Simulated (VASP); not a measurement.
# Sc (Pm-3m) in VASP: notebook

Runs on Sc. Level: PBE. Tasks: single point, relaxation of cell and atoms.

All numbers are computed with VASP 6.6.1; they aren't measurements. Logs are shortened: lines on timing, memory, paths and dates and some standing lists are left out, and cuts for length are marked.

### Step 1. The cell of the first run

Symmetry: Pm-3m, No. 221, cubic system. Conventional cell: a = 2.970 Å, b = 2.970 Å, c = 2.970 Å, α = 90.00°, β = 90.00°, γ = 90.00°. Within 3.9 Å of Sc (site symmetry m-3m) lie 6 Sc at 2.97 Å.

### Step 2. Single point, PBE

INCAR

```
SYSTEM = Sc
PREC = Accurate
ENCUT = 520
EDIFF = 1E-6
ISMEAR = -1
SIGMA = 0.08
LREAL = .FALSE.
LASPH = .TRUE.
NELM = 80
ALGO = Normal
ISIF = 2
LWAVE = .FALSE.
LCHARG = .FALSE.
GGA = PE
NBANDS = 12
```

KPOINTS

```
regular mesh
0
G
  13 13 13
  0 0 0
```

POSCAR

```
Sc
1.0
    2.9704436732      0.0000000000      0.0000000000
    0.0000000000      2.9704436732      0.0000000000
    0.0000000000      0.0000000000      2.9704436732
Sc
1
Direct
    0.0000000000      0.0000000000      0.0000000000
```

Potentials or basis: VASP PAW PBE potentials, release 64 (Sc_sv).

On the command line:

```console
$ cat potpaw_PBE.64/Sc_sv/POTCAR > POTCAR
$ mpirun -np 1 vasp_std > vasp.out
```

OUTCAR:

```text
SYSTEM = Sc
   PREC = Accurate
   ENCUT = 520
   EDIFF = 1E-6
   ISMEAR = -1
   LREAL = .FALSE.
   LASPH = .TRUE.
   NELM = 80
   ISIF = 2
   GGA = PE

 ion  position               nearest neighbor table
   1  0.000  0.000  0.000-

  LATTYP: Found a simple cubic cell.
 ALAT       =     2.9704436732

  Lattice vectors:

 A1 = (   2.9704436732,   0.0000000000,   0.0000000000)
 A2 = (   0.0000000000,   2.9704436732,   0.0000000000)
 A3 = (   0.0000000000,   0.0000000000,   2.9704436732)

Analysis of symmetry for initial positions (statically):
=====================================================================
 Subroutine PRICEL returns:
 Original cell was already a primitive cell.

 Routine SETGRP: Setting up the symmetry group for a
 simple cubic supercell.

 Subroutine GETGRP returns: Found 48 space group operations
 (whereof 48 operations were pure point group operations)
 out of a pool of 48 trial point group operations.

The static configuration has the point symmetry O_h .

Analysis of symmetry for dynamics (positions and initial velocities):
=====================================================================
 Subroutine PRICEL returns:
 Original cell was already a primitive cell.

 Routine SETGRP: Setting up the symmetry group for a
 simple cubic supercell.

 Subroutine GETGRP returns: Found 48 space group operations
 (whereof 48 operations were pure point group operations)
 out of a pool of 48 trial point group operations.

The dynamic configuration has the point symmetry O_h .

 Subroutine INISYM returns: Found 48 space group operations
 (whereof 48 operations are pure point group operations),
 and found     1 'primitive' translations

----------------------------------------------------------------------------------------

                                     Primitive cell

  volume of cell :      26.2098

  direct lattice vectors                    reciprocal lattice vectors
     2.970443673  0.000000000  0.000000000     0.336650046  0.000000000  0.000000000
     0.000000000  2.970443673  0.000000000     0.000000000  0.336650046  0.000000000
     0.000000000  0.000000000  2.970443673     0.000000000  0.000000000  0.336650046

  length of vectors
     2.970443673  2.970443673  2.970443673     0.336650046  0.336650046  0.336650046

  position of ions in fractional coordinates (direct lattice)
     0.000000000  0.000000000  0.000000000

  ion indices of the primitive-cell ions
   primitive index   ion index
                 1           1

----------------------------------------------------------------------------------------

 KPOINTS: regular mesh

Automatic generation of k-mesh.
 Grid dimensions read from file:
 generate k-points for:   13   13   13

 Generating k-lattice:

  Cartesian coordinates                     Fractional coordinates (reciprocal lattice)
     0.025896157  0.000000000  0.000000000     0.076923077  0.000000000  0.000000000
     0.000000000  0.025896157  0.000000000     0.000000000  0.076923077  0.000000000
     0.000000000  0.000000000  0.025896157     0.000000000  0.000000000  0.076923077

  Length of vectors
     0.025896157  0.025896157  0.025896157

  Shift w.r.t. Gamma in fractional coordinates (k-lattice)
     0.000000000  0.000000000  0.000000000

 Subroutine IBZKPT returns following result:
 ===========================================

 Found     84 irreducible k-points:

 Following reciprocal coordinates:
            Coordinates               Weight
  0.000000  0.000000  0.000000      1.000000
  0.076923  0.000000  0.000000      6.000000
  0.153846  0.000000  0.000000      6.000000
  0.230769  0.000000  0.000000      6.000000
  0.307692  0.000000  0.000000      6.000000
  0.384615  0.000000  0.000000      6.000000
[... 16 lines left out ...]
  0.307692  0.307692  0.000000     12.000000
  0.384615  0.307692  0.000000     24.000000
 [... further k-points ...]
   k-points           NKPTS =     84   k-points in BZ     NKDIM =     84   number of bands    NBANDS=     12
   number of dos      NEDOS =    301   number of ions     NIONS =      1
   total plane-waves  NPLWV =  13824
   dimension x,y,z NGX =    24 NGY =   24 NGZ =   24
   dimension x,y,z NGXF=    48 NGYF=   48 NGZF=   48
   ions per type =               1
   NGX,Y,Z   is equivalent  to a cutoff of  13.43, 13.43, 13.43 a.u.
   NGXF,Y,Z  is equivalent  to a cutoff of  26.86, 26.86, 26.86 a.u.
 SYSTEM =  Sc
   PREC   = accura    normal or accurate (medium, high low for compatibility)
   ISTART =      0    job   : 0-new  1-cont  2-samecut
   ICHARG =      2    charge: 1-file 2-atom 10-const
   ISPIN  =      1    spin polarized calculation?
   LNONCOLLINEAR =      F non collinear calculations
   LSORBIT =      F    spin-orbit coupling
   LASPH  =      T    aspherical Exc in radial PAW
   ENCUT  =  520.0 eV  38.22 Ry    6.18 a.u.   5.52  5.52  5.52*2*pi/ulx,y,z
   NELM   =     80;   NELMIN=  2; NELMDL= -5     # of ELM steps
   EDIFF  = 0.1E-05   stopping-criterion for ELM
   LREAL  =      F    real-space projection
   EDIFFG = 0.1E-04   stopping-criterion for IOM
   NSW    =      0    number of steps for IOM
   IBRION =     -1    ionic relax: 0-MD 1-quasi-New 2-CG
   NFREE  =      0    steps in history (QN), initial steepest desc. (CG)
   ISIF   =      2    stress and relaxation
   ISYM   =      2    0-nonsym 1-usesym 2-fastsym
   POTIM  = 0.5000    time-step for ionic-motion
   TEBEG  =    0.0;   TEEND  =   0.0 temperature during run
   PSTRESS=    0.0 pullay stress
   NELECT =      11.0000    total number of electrons
   NUPDOWN=      -1.0000    fix difference up-down
   EMIN   =  10.00;   EMAX   =-10.00  energy-range for DOS
   EFERMI =   0.00;   METHOD = LEGACY
   ISMEAR =    -1;   SIGMA  =   0.08  broadening in eV -4-tet -1-fermi 0-gaus
   EFERMI_NEDOS =   21; number of points for ismear=-14 and -15
   IALGO  =     38    algorithm
   IMIX   =      4    mixing-type and parameters
     AMIX     =   0.40;   BMIX     =  1.00
     AMIX_MAG =   1.60;   BMIX_MAG =  1.00
  volume/ion in A,a.u.               =      26.21       176.87
  Fermi-wavevector in a.u.,A,eV,Ry     =   1.225701  2.316238 20.440604  1.502342
  Thomas-Fermi vector in A             =   2.360729
   LORBIT       =      0    0 simple, 1 ext, 2 COOP (PROOUT), +10 PAW based schemes
   GGA     = PE    functional components
[... 5 lines left out ...]
 non-spin polarized calculation
  energy-cutoff  :      520.00
  volume of cell :       26.21
 maximum number of plane-waves:       739
 NGX is ok and might be reduce to    24
   NGX = 11   NGY = 11   NGZ = 11

 number of electron      10.9999998 magnetization

 Free energy of the ion-electron system (eV)
  ---------------------------------------------------
  ext. energy  EPLUGINS =         0.00000000
  ---------------------------------------------------
  free energy    TOTEN  =        -5.51364062 eV

  energy without entropy =       -5.45363826  energy(sigma->0) =       -5.48363944

 E-fermi :   3.4453     XC(G=0):  -9.5690

 val. band max:        3.4439650854   @ k =   0.3077   0.2308   0.0000
 cond. band min:       3.4521282759   @ k =   0.2308   0.2308   0.0000
 fundamental gap:      0.0081631905
 Fermi energy:         3.4453045221

 k-point     1 :       0.0000    0.0000    0.0000
  band No.  band energies     occupation
      1     -46.2498      2.00000
      2     -24.6267      2.00000
      3     -24.6267      2.00000
      4     -24.6267      2.00000
      5      -1.5555      2.00000
      6       2.9592      1.99541
      7       2.9592      1.99541
      8       7.1827      0.00000
      9       7.1827      0.00000
     10       7.1827      0.00000
     11      15.5916      0.00000
     12      15.5916      0.00000

 k-point     2 :       0.0769    0.0000    0.0000
  band No.  band energies     occupation
      1     -46.2463      2.00000
      2     -24.6569      2.00000
      3     -24.6242      2.00000
      4     -24.6242      2.00000
      5      -1.4358      2.00000
      6       2.9904      1.99324
      7       3.0315      1.98872
      8       7.0743      0.00000
      9       7.0743      0.00000
     10       7.1904      0.00000
     11      14.6943      0.00000
     12      15.7942      0.00000

 k-point     3 :       0.1538    0.0000    0.0000
  band No.  band energies     occupation
      1     -46.2366      2.00000
      2     -24.7398      2.00000
      3     -24.6171      2.00000
      4     -24.6171      2.00000
      5      -1.0875      2.00000
      6       3.0785      1.97979
      7       3.2234      1.88254
      8       6.7922      0.00000
      9       6.7922      0.00000
     10       7.2121      0.00000
     11      13.0988      0.00000
     12      16.3600      0.00000

 k-point     4 :       0.2308    0.0000    0.0000
  band No.  band energies     occupation
      1     -46.2228      2.00000
      2     -24.8550      2.00000
      3     -24.6070      2.00000
      4     -24.6070      2.00000
      5      -0.5418      2.00000
      6       3.2071      1.90305
      7       3.4528      0.95322
      8       6.4316      0.00000
      9       6.4316      0.00000
     10       7.2429      0.00000
     11      11.5871      0.00000
     12      17.1971      0.00000

 k-point     5 :       0.3077    0.0000    0.0000
  band No.  band energies     occupation
      1     -46.2081      2.00000
      2     -24.9753      2.00000
      3     -24.5964      2.00000
      4     -24.5964      2.00000
      5       0.1548      2.00000
      6       3.3498      1.53468
      7       3.5707      0.34505
      8       6.0852      0.00000
      9       6.0852      0.00000
     10       7.2759      0.00000
     11      10.4079      0.00000
     12      17.7683      0.00000

 k-point     6 :       0.3846    0.0000    0.0000
  band No.  band energies     occupation
      1     -46.1959      2.00000
      2     -25.0735      2.00000
      3     -24.5876      2.00000
      4     -24.5876      2.00000
      5       0.9335      2.00000
      6       3.4142      1.19201
      7       3.4735      0.82563
      8       5.8205      0.00000
      9       5.8205      0.00000
     10       7.3034      0.00000
     11       9.6875      0.00000
     12      17.2541      0.00000

 k-point     7 :       0.4615    0.0000    0.0000
  band No.  band energies     occupation
      1     -46.1890      2.00000
      2     -25.1283      2.00000
      3     -24.5826      2.00000
      4     -24.5826      2.00000
      5       1.6312      2.00000
      6       3.0206      1.99015
      7       3.5457      0.44386
      8       5.6786      0.00000
      9       5.6786      0.00000
     10       7.3190      0.00000
     11       9.3952      0.00000
     12      16.9691      0.00000

 k-point     8 :       0.0769    0.0769    0.0000
  band No.  band energies     occupation
      1     -46.2428      2.00000
      2     -24.6560      2.00000
      3     -24.6525      2.00000
      4     -24.6216      2.00000
      5      -1.3169      2.00000
      6       3.0413      1.98727
      7       3.0859      1.97787
      8       6.9594      0.00000
      9       7.0572      0.00000
     10       7.1096      0.00000
     11      14.8583      0.00000
     12      14.8788      0.00000
[... 166 lines left out ...]
 k-point    20 :       0.3077    0.2308    0.0000
  band No.  band energies     occupation
      1     -46.1817      2.00000
      2     -24.9479      2.00000
      3     -24.8160      2.00000
      4     -24.5775      2.00000
      5       0.9632      2.00000
      6       3.4440      1.00837
      7       4.3225      0.00003
      8       5.5050      0.00000
      9       6.1996      0.00000
     10       6.6254      0.00000
     11      11.0100      0.00000
     12      13.6168      0.00000

 k-point    21 :       0.3846    0.2308    0.0000
  band No.  band energies     occupation
      1     -46.1697      2.00000
      2     -25.0436      2.00000
      3     -24.8050      2.00000
      4     -24.5689      2.00000
      5       1.6022      2.00000
      6       3.2529      1.83443
      7       4.3510      0.00002
      8       5.7984      0.00000
      9       5.9583      0.00000
     10       6.6640      0.00000
     11       9.9637      0.00000
     12      14.3351      0.00000

 k-point    22 :       0.4615    0.2308    0.0000
  band No.  band energies     occupation
      1     -46.1629      2.00000
      2     -25.0971      2.00000
      3     -24.7987      2.00000
      4     -24.5640      2.00000
      5       2.2011      2.00000
      6       2.8724      1.99845
      7       4.3400      0.00003
      8       5.8256      0.00000
      9       6.1252      0.00000
     10       6.6889      0.00000
     11       9.3300      0.00000
     12      15.0742      0.00000

 k-point    23 :       0.3077    0.3077    0.0000
  band No.  band energies     occupation
      1     -46.1674      2.00000
      2     -24.9391      2.00000
      3     -24.9257      2.00000
      4     -24.5673      2.00000
      5       1.4199      2.00000
      6       3.3679      1.44935
      7       4.8604      0.00000
      8       5.4280      0.00000
      9       6.2133      0.00000
     10       6.3649      0.00000
     11      10.7457      0.00000
     12      13.0219      0.00000

 k-point    24 :       0.3846    0.3077    0.0000
  band No.  band energies     occupation
      1     -46.1555      2.00000
      2     -25.0274      2.00000
      3     -24.9196      2.00000
      4     -24.5588      2.00000
      5       1.8189      2.00000
      6       3.2626      1.81501
      7       5.0521      0.00000
      8       5.8661      0.00000
      9       6.0335      0.00000
     10       6.3581      0.00000
     11       9.9043      0.00000
     12      13.3466      0.00000

 [... further k-points ...]

------------------------ aborting loop because EDIFF is reached ----------------------------------------

  FORCE on cell =-STRESS in cart. coord.  units (eV):
  Direction    XX          YY          ZZ          XY          YZ          ZX
  --------------------------------------------------------------------------------------
  -------------------------------------------------------------------------------------
  Total        0.0037706      0.0037706      0.0037706     -0.0000000     -0.0000000     -0.0000000
  in kB        0.2304926      0.2304926      0.2304926     -0.0000000     -0.0000000     -0.0000000
  external PRESSURE =       0.2304926 kB  Pullay stress =       0.0000000 kB

 VOLUME and BASIS-vectors are now :
 -----------------------------------------------------------------------------
  energy-cutoff  :      520.00
  volume of cell :       26.21
      direct lattice vectors                 reciprocal lattice vectors
     2.970443673  0.000000000  0.000000000     0.336650046  0.000000000  0.000000000
     0.000000000  2.970443673  0.000000000     0.000000000  0.336650046  0.000000000
     0.000000000  0.000000000  2.970443673     0.000000000  0.000000000  0.336650046

 POSITION                                       TOTAL-FORCE (eV/Angst)
 -----------------------------------------------------------------------------------
      0.00000      0.00000      0.00000         0.000000      0.000000      0.000000
 -----------------------------------------------------------------------------------
    total drift:                                0.000000      0.000000      0.000000

  FREE ENERGIE OF THE ION-ELECTRON SYSTEM (eV)
  ---------------------------------------------------
  free  energy   TOTEN  =        -5.5136406227 eV

  energy  without entropy=       -5.4536382611  energy(sigma->0) =       -5.48363944
```

Wall time 8.7 s (1 thread of Intel Xeon 6975P-C (Granite Rapids), shared host); peak memory 0.15 GiB.

What came out:

```yaml
Free_energy: -5.5136 eV
Pressure: 0.0 GPa
```

Levels at points of the mesh, in eV from the Fermi level:
| k point | band 2 | band 3 | band 4 | band 5 | band 6 | band 7 | band 8 | band 9 |
| --- | --- | --- | --- | --- | --- | --- | --- | --- |
| (0.00, 0.00, 0.00) | -28.07 | -28.07 | -28.07 | -5.00 | -0.49 | -0.49 | 3.74 | 3.74 |

(Part 1 of 2 ends here.)
